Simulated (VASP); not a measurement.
# Fe (P6_3/mmc) in VASP: notebook

Runs on Fe. Level: BLYP. Tasks: single point.

Everything below comes from runs of VASP 6.6.1. Logs are shortened: lines on timing, memory, paths and dates and some standing lists are left out, and cuts for length are marked.

### 1 The cell of the first run

It takes space group P6_3/mmc (No. 194, hexagonal). The conventional cell has a = 2.486 Å, b = 2.486 Å, c = 8.146 Å, α = 90.00°, β = 90.00°, γ = 120.00°. Within 3.3 Å of Fe (site symmetry -3m) lie 12 Fe at 2.49 Å. Fe (site symmetry -6m2) has 12 Fe at 2.49 Å within 3.3 Å.

This isn't the form of Fe at room conditions, which is bcc.

### 2 Single point, BLYP, collinear spin, ferrimagnetic start

INCAR

```
SYSTEM = Fe
  PREC = Accurate
  ENCUT = 520
  EDIFF = 1E-7
  ISMEAR = -1
  SIGMA = 0.05
  LREAL = .False.
  LASPH = .True.
  NELM = 150
  ALGO = Normal
  ISIF = 2
  LWAVE = .False.
  LCHARG = .True.
  ISPIN = 2
  MAGMOM = 0.622 0.622 -1.297 -1.297
  LORBIT = 11
  LMAXMIX = 4
  GGA = B5
  ALDAX = 1.0
  AGGAX = 1.0
  AGGAC = 1.0
  ALDAC = 0.0
  LELF = .True.
  LVHAR = .True.
  NBANDS = 28
```

KPOINTS

```
Automatic mesh
0
Gamma
  19 19 5
  0 0 0
```

POSCAR

```
Fe
1.0
    2.4858264544      0.0000000000      0.0000000000
   -1.2429132272      2.1527888589      0.0000000000
    0.0000000000      0.0000000000      8.1459301927
Fe
4
Direct
    0.0000000000      0.0000000000      0.0000000000
    0.0000000000      0.0000000000      0.5000000000
    0.3333333333      0.6666666667      0.2500000000
    0.6666666667      0.3333333333      0.7500000000
```

Potentials or basis: VASP PAW PBE potentials, release 64 (Fe).

On the command line:

```sh
$ cat potpaw_PBE.64/Fe/POTCAR > POTCAR
$ mpirun -np 1 vasp_std > vasp.out
```

OUTCAR:

```text
SYSTEM = Fe
   PREC = Accurate
   ENCUT = 520
   EDIFF = 1E-7
   ISMEAR = -1
   LREAL = .False.
   LASPH = .True.
   NELM = 150
   ISIF = 2
   ISPIN = 2
   LORBIT = 11
   GGA = B5

 ion  position               nearest neighbor table
   1  0.000  0.000  0.000-   3 2.49   4 2.49   3 2.49   4 2.49   4 2.49   3 2.49
   2  0.000  0.000  0.500-   3 2.49   4 2.49   3 2.49   4 2.49   4 2.49   3 2.49
   3  0.333  0.667  0.250-   1 2.49   2 2.49   1 2.49   2 2.49   1 2.49   2 2.49
   4  0.667  0.333  0.750-   1 2.49   2 2.49   1 2.49   2 2.49   1 2.49   2 2.49

  LATTYP: Found a hexagonal cell.
 ALAT       =     2.4858264544
 C/A-ratio  =     3.2769504799

  Lattice vectors:

 A1 = (   2.4858264544,   0.0000000000,   0.0000000000)
 A2 = (  -1.2429132272,   2.1527888589,   0.0000000000)
 A3 = (   0.0000000000,   0.0000000000,   8.1459301927)

Analysis of symmetry for initial positions (statically):
=====================================================================
 Subroutine PRICEL returns:
 Original cell was already a primitive cell.

 Routine SETGRP: Setting up the symmetry group for a
 hexagonal supercell.

 Subroutine GETGRP returns: Found 24 space group operations
 (whereof 12 operations were pure point group operations)
 out of a pool of 24 trial point group operations.

The static configuration has the point symmetry D_3d.
 The point group associated with its full space group is D_6h.

Analysis of symmetry for dynamics (positions and initial velocities):
=====================================================================
 Subroutine PRICEL returns:
 Original cell was already a primitive cell.

 Routine SETGRP: Setting up the symmetry group for a
 hexagonal supercell.

 Subroutine GETGRP returns: Found 24 space group operations
 (whereof 12 operations were pure point group operations)
 out of a pool of 24 trial point group operations.

The dynamic configuration has the point symmetry D_3d.
 The point group associated with its full space group is D_6h.

Analysis of structural, dynamic, and magnetic symmetry:
=====================================================================
 Subroutine PRICEL returns:
 Original cell was already a primitive cell.

 Routine SETGRP: Setting up the symmetry group for a
 hexagonal supercell.

 Subroutine GETGRP returns: Found 24 space group operations
 (whereof 12 operations were pure point group operations)
 out of a pool of 24 trial point group operations.

The overall configuration has the point symmetry D_3d.
 The point group associated with its full space group is D_6h.

 Subroutine INISYM returns: Found 24 space group operations
 (whereof 12 operations are pure point group operations),
 and found     1 'primitive' translations

----------------------------------------------------------------------------------------

                                     Primitive cell

  volume of cell :      43.5926

  direct lattice vectors                    reciprocal lattice vectors
     2.485826454  0.000000000  0.000000000     0.402280698  0.232256869  0.000000000
    -1.242913227  2.152788859  0.000000000     0.000000000  0.464513738  0.000000000
     0.000000000  0.000000000  8.145930193     0.000000000  0.000000000  0.122760689

  length of vectors
     2.485826454  2.485826454  8.145930193     0.464513738  0.464513738  0.122760689

  position of ions in fractional coordinates (direct lattice)
     0.000000000  0.000000000  0.000000000
     0.000000000  0.000000000  0.500000000
     0.333333333  0.666666667  0.250000000
     0.666666667  0.333333333  0.750000000

  ion indices of the primitive-cell ions
   primitive index   ion index
                 1           1
                 2           2
                 3           3
                 4           4

----------------------------------------------------------------------------------------

 KPOINTS: Automatic mesh

Automatic generation of k-mesh.
 Grid dimensions read from file:
 generate k-points for:   19   19    5

 Generating k-lattice:

  Cartesian coordinates                     Fractional coordinates (reciprocal lattice)
     0.021172668  0.012224046  0.000000000     0.052631579  0.000000000  0.000000000
     0.000000000  0.024448091  0.000000000     0.000000000  0.052631579  0.000000000
     0.000000000  0.000000000  0.024552138     0.000000000  0.000000000  0.200000000

  Length of vectors
     0.024448091  0.024448091  0.024552138

  Shift w.r.t. Gamma in fractional coordinates (k-lattice)
     0.000000000  0.000000000  0.000000000

 Subroutine IBZKPT returns following result:
 ===========================================

 Found    120 irreducible k-points:

 Following reciprocal coordinates:
            Coordinates               Weight
  0.000000  0.000000  0.000000      1.000000
  0.052632  0.000000  0.000000      6.000000
  0.105263  0.000000  0.000000      6.000000
  0.157895  0.000000  0.000000      6.000000
  0.210526  0.000000  0.000000      6.000000
  0.263158  0.000000  0.000000      6.000000
[... 16 lines left out ...]
  0.263158  0.105263  0.000000     12.000000
  0.315789  0.105263  0.000000     12.000000
 [... further k-points ...]
   k-points           NKPTS =    120   k-points in BZ     NKDIM =    120   number of bands    NBANDS=     28
   number of dos      NEDOS =    301   number of ions     NIONS =      4
   total plane-waves  NPLWV =  20736
   dimension x,y,z NGX =    18 NGY =   18 NGZ =   64
   dimension x,y,z NGXF=    36 NGYF=   36 NGZF=  128
   ions per type =               4
   NGX,Y,Z   is equivalent  to a cutoff of  12.04, 12.04, 13.06 a.u.
   NGXF,Y,Z  is equivalent  to a cutoff of  24.08, 24.08, 26.12 a.u.
 SYSTEM =  Fe
   PREC   = accura    normal or accurate (medium, high low for compatibility)
   ISTART =      0    job   : 0-new  1-cont  2-samecut
   ICHARG =      2    charge: 1-file 2-atom 10-const
   ISPIN  =      2    spin polarized calculation?
   LNONCOLLINEAR =      F non collinear calculations
   LSORBIT =      F    spin-orbit coupling
   LASPH  =      T    aspherical Exc in radial PAW
   ENCUT  =  520.0 eV  38.22 Ry    6.18 a.u.   4.62  4.62 15.15*2*pi/ulx,y,z
   NELM   =    150;   NELMIN=  2; NELMDL= -5     # of ELM steps
   EDIFF  = 0.1E-06   stopping-criterion for ELM
   LREAL  =      F    real-space projection
   EDIFFG = 0.1E-05   stopping-criterion for IOM
   NSW    =      0    number of steps for IOM
   IBRION =     -1    ionic relax: 0-MD 1-quasi-New 2-CG
   NFREE  =      0    steps in history (QN), initial steepest desc. (CG)
   ISIF   =      2    stress and relaxation
   ISYM   =      2    0-nonsym 1-usesym 2-fastsym
   POTIM  = 0.5000    time-step for ionic-motion
   TEBEG  =    0.0;   TEEND  =   0.0 temperature during run
   PSTRESS=    0.0 pullay stress
   NELECT =      32.0000    total number of electrons
   NUPDOWN=      -1.0000    fix difference up-down
   EMIN   =  10.00;   EMAX   =-10.00  energy-range for DOS
   EFERMI =   0.00;   METHOD = LEGACY
   ISMEAR =    -1;   SIGMA  =   0.05  broadening in eV -4-tet -1-fermi 0-gaus
   EFERMI_NEDOS =   21; number of points for ismear=-14 and -15
   IALGO  =     38    algorithm
   IMIX   =      4    mixing-type and parameters
     AMIX     =   0.40;   BMIX     =  1.00
     AMIX_MAG =   1.60;   BMIX_MAG =  1.00
  volume/ion in A,a.u.               =      10.90        73.54
  Fermi-wavevector in a.u.,A,eV,Ry     =   1.476796  2.790740 29.673306  2.180927
  Thomas-Fermi vector in A             =   2.591279
   LORBIT       =     11    0 simple, 1 ext, 2 COOP (PROOUT), +10 PAW based schemes
   GGA     = B5    functional components
   LHFCALC =     F    Hartree Fock is set to
   AEXX    =    0.0000 exact exchange contribution
   IVDW    =     0    specifies the selected vdW correction
   LEPSILON=     F    determine dielectric tensor
   LRPA    =     F    only Hartree local field effects (RPA)
 spin polarized calculation
  energy-cutoff  :      520.00
  volume of cell :       43.59
 maximum number of plane-waves:      1194
   NGX =  9   NGY =  9   NGZ = 31

 number of electron      31.9999987 magnetization      -1.2863780

 Free energy of the ion-electron system (eV)
  ---------------------------------------------------
  ext. energy  EPLUGINS =         0.00000000
  ---------------------------------------------------
  free energy    TOTEN  =       -28.09238489 eV

  energy without entropy =      -28.04013773  energy(sigma->0) =      -28.06626131

 E-fermi :   6.7458     XC(G=0): -12.7648

 val. band max:        6.7449315216   @ k =   0.4211   0.0000   0.4000
 cond. band min:       6.7485174664   @ k =   0.3684   0.2105   0.4000
 fundamental gap:      0.0035859448
 Fermi energy:         6.7458259186

 spin component 1

 k-point     1 :       0.0000    0.0000    0.0000
  band No.  band energies     occupation
      1      -1.6633      1.00000
      2       0.5245      1.00000
      3       0.6161      1.00000
      4       2.2118      1.00000
      5       4.5034      1.00000
      6       5.0071      1.00000
[... 20 lines left out ...]
     27      22.4291      0.00000
[... 691 lines left out ...]
      6       3.9442      1.00000
[... 20 lines left out ...]
     27      18.4190      0.00000
     28      18.8130      0.00000

 [... further k-points ...]

 spin component 2

 k-point     1 :       0.0000    0.0000    0.0000
  band No.  band energies     occupation
      1      -1.6954      1.00000
      2       0.4472      1.00000
      3       0.6058      1.00000
      4       2.0567      1.00000
      5       4.2333      1.00000
      6       4.6859      1.00000
[... 20 lines left out ...]
     27      22.3617      0.00000
[... 691 lines left out ...]
      6       3.4837      1.00000
[... 20 lines left out ...]
     27      18.3839      0.00000
     28      18.5064      0.00000

 [... further k-points ...]
[... 5 lines left out ...]
  --------------------------------------------------------------------------------------
  -------------------------------------------------------------------------------------
  Total        0.0695843      0.0695843      0.1499286     -0.0000000     -0.0000000     -0.0000000
  in kB        2.5574618      2.5574618      5.5103890     -0.0000000     -0.0000000     -0.0000000
  external PRESSURE =       3.5417709 kB  Pullay stress =       0.0000000 kB

 VOLUME and BASIS-vectors are now :
 -----------------------------------------------------------------------------
  energy-cutoff  :      520.00
  volume of cell :       43.59
      direct lattice vectors                 reciprocal lattice vectors
     2.485826454  0.000000000  0.000000000     0.402280698  0.232256869  0.000000000
    -1.242913227  2.152788859  0.000000000     0.000000000  0.464513738  0.000000000
     0.000000000  0.000000000  8.145930193     0.000000000  0.000000000  0.122760689

 POSITION                                       TOTAL-FORCE (eV/Angst)
 -----------------------------------------------------------------------------------
      0.00000      0.00000      0.00000         0.000000      0.000000      0.000000
      0.00000      0.00000      4.07297         0.000000      0.000000      0.000000
     -0.00000      1.43519      2.03648        -0.000000      0.000000     -0.000000
      1.24291      0.71760      6.10945         0.000000      0.000000     -0.000000
 -----------------------------------------------------------------------------------
    total drift:                                0.000000     -0.000000      0.000000

  FREE ENERGIE OF THE ION-ELECTRON SYSTEM (eV)
  ---------------------------------------------------
  free  energy   TOTEN  =       -28.0923848947 eV

  energy  without entropy=      -28.0401377338  energy(sigma->0) =      -28.06626131

 total charge

# of ion       s       p       d       tot
------------------------------------------
    1        0.506   0.552   6.337   7.395
    2        0.506   0.552   6.337   7.395
    3        0.505   0.558   6.317   7.381
    4        0.505   0.558   6.317   7.381
--------------------------------------------------
tot          2.022   2.221  25.309  29.552

 magnetization (x)

# of ion       s       p       d       tot
------------------------------------------
    1        0.006   0.016   0.651   0.673
    2        0.006   0.016   0.651   0.673
    3       -0.001  -0.004  -1.304  -1.308
    4       -0.001  -0.004  -1.304  -1.308
--------------------------------------------------
tot          0.011   0.024  -1.306  -1.271
```

It took 3.7 min on 1 thread of AMD EPYC 9R45 (Zen 5), shared host; peak memory 0.28 GiB.

What came out:

| Property | Result |
| --- | --- |
| Free energy | -28.0924 eV |
| Pressure | 0.4 GPa |
| Net moment | -1.29 μB per cell |
| Site moments | Fe +0.67, -1.31 (each value once) μB |
| Valence electrons inside the program's atomic spheres | Fe 7.39, 7.38 (each value once) |

Caveat: the PAW data sets were made with another functional, which shifts forces and pressure a little.

### 3 Single point, BLYP, collinear spin, ferrimagnetic start (10.03 Å³/atom)

This run uses another cell than the first one, of 10.03 Å³/atom.

INCAR

```
PREC = Accurate
ENCUT = 520
EDIFF = 1E-6
ISMEAR = -1
SIGMA = 0.05
LREAL = F
LASPH = T
NELM = 150
ALGO = Normal
ISIF = 2
LWAVE = F
LCHARG = F
ISPIN = 2
MAGMOM = 1.44 -1.095 -0.94 -0.94
LORBIT = 11
LMAXMIX = 4
GGA = B5
ALDAX = 1.0
AGGAX = 1.0
AGGAC = 1.0
ALDAC = 0.0
NBANDS = 28
```

KPOINTS

```
Automatic mesh
0
Gamma
  16 16 5
```

POSCAR

```
Fe
1.0
    2.4176870334      0.0000000000      0.0000000000
   -1.2088435167      2.0937783893      0.0000000000
    0.0000000000      0.0000000000      7.9226406846
Fe
4
Direct
    0.0000000000      0.0000000000      0.0000000000
    0.0000000000      0.0000000000      0.5000000000
    0.3333333333      0.6666666667      0.2500000000
    0.6666666667      0.3333333333      0.7500000000
```

Potentials or basis: VASP PAW PBE potentials, release 64 (Fe).

On the command line:

```sh
$ cat potpaw_PBE.64/Fe/POTCAR > POTCAR
$ mpirun -np 1 vasp_std > vasp.out
```

OUTCAR:

```text
PREC = Accurate
   ENCUT = 520
   EDIFF = 1E-6
   ISMEAR = -1
   LREAL = F
   LASPH = T
   NELM = 150
   ISIF = 2
   ISPIN = 2
   LORBIT = 11
   GGA = B5

 ion  position               nearest neighbor table
   1  0.000  0.000  0.000-   3 2.42   4 2.42   3 2.42   4 2.42   4 2.42   3 2.42
   2  0.000  0.000  0.500-   3 2.42   4 2.42   3 2.42   4 2.42   4 2.42   3 2.42
   3  0.333  0.667  0.250-   1 2.42   2 2.42   1 2.42   2 2.42   1 2.42   2 2.42
   4  0.667  0.333  0.750-   1 2.42   2 2.42   1 2.42   2 2.42   1 2.42   2 2.42

  LATTYP: Found a hexagonal cell.
 ALAT       =     2.4176870334
 C/A-ratio  =     3.2769504800
[... 1719 lines left out ...]
     2.417687033  0.000000000  0.000000000     0.413618465  0.238802732  0.000000000
    -1.208843517  2.093778389  0.000000000     0.000000000  0.477605464  0.000000000
     0.000000000  0.000000000  7.922640685     0.000000000  0.000000000  0.126220542

 POSITION                                       TOTAL-FORCE (eV/Angst)
 -----------------------------------------------------------------------------------
      0.00000      0.00000      0.00000        -0.000000      0.000000      0.000000
      0.00000      0.00000      3.96132        -0.000000      0.000000      0.000000
     -0.00000      1.39585      1.98066         0.000000     -0.000000      0.031298
      1.20884      0.69793      5.94198        -0.000000      0.000000     -0.031298
 -----------------------------------------------------------------------------------
    total drift:                                0.000000     -0.000000      0.000000

  FREE ENERGIE OF THE ION-ELECTRON SYSTEM (eV)
  ---------------------------------------------------
  free  energy   TOTEN  =       -27.9172881528 eV

  energy  without entropy=      -27.8674126058  energy(sigma->0) =      -27.89235038

 total charge

# of ion       s       p       d       tot
------------------------------------------
    1        0.544   0.630   6.407   7.581
    2        0.544   0.629   6.412   7.585
    3        0.544   0.631   6.413   7.587
    4        0.544   0.631   6.413   7.587
--------------------------------------------------
tot          2.175   2.521  25.644  30.340

 magnetization (x)

# of ion       s       p       d       tot
------------------------------------------
    1        0.005   0.005   0.771   0.780
    2        0.002   0.011  -0.736  -0.723
    3        0.001   0.002  -0.603  -0.600
    4        0.001   0.002  -0.603  -0.600
--------------------------------------------------
tot          0.009   0.020  -1.171  -1.142
```

stdout:

```text
POSCAR found type information on POSCAR Fe
 POSCAR found :  1 types and       4 ions
 scaLAPACK will be used
 -----------------------------------------------------------------------------
|                                                                             |
|                                                                             |
|     You enforced a specific xc type in the INCAR file but a different       |
|     I HOPE YOU KNOW WHAT YOU ARE DOING!                                     |
|                                                                             |
 -----------------------------------------------------------------------------

 LDA part: xc-table for (Slater(with rela. corr.)+VWN5), standard interpolation
 POSCAR, INCAR and KPOINTS ok, starting setup
 FFT: planning ... GRIDC
 FFT: planning ... GRID_SOFT
 FFT: planning ... GRID
 WAVECAR not read
 entering main loop
```

Run time: 3.2 min. Hardware: 1 thread of AMD EPYC 9R45 (Zen 5), shared host; peak memory 0.28 GiB.

What came out:

```yaml
Free_energy: -27.9173 eV
Pressure: 21.2 GPa
Largest_force: 0.031 eV/Å
Net_moment: -1.16 μB per cell
Site_moments: Fe +0.78, -0.72, -0.60 (each value once) μB
Valence_electrons_inside_the_program's_atomic_spheres: Fe 7.58, 7.59 (each value once)
```

Forces on the atoms (eV/Å):
```
Fe   0.000  0.000  0.000
Fe   0.000  0.000  0.000
Fe   0.000  0.000  0.031
Fe   0.000  0.000 -0.031
```

Caveat: the stress differs along the axes, from 18 to 23 GPa; the PAW data sets were made with another functional, which shifts forces and pressure a little.

(Continued in part 2 of 2.)
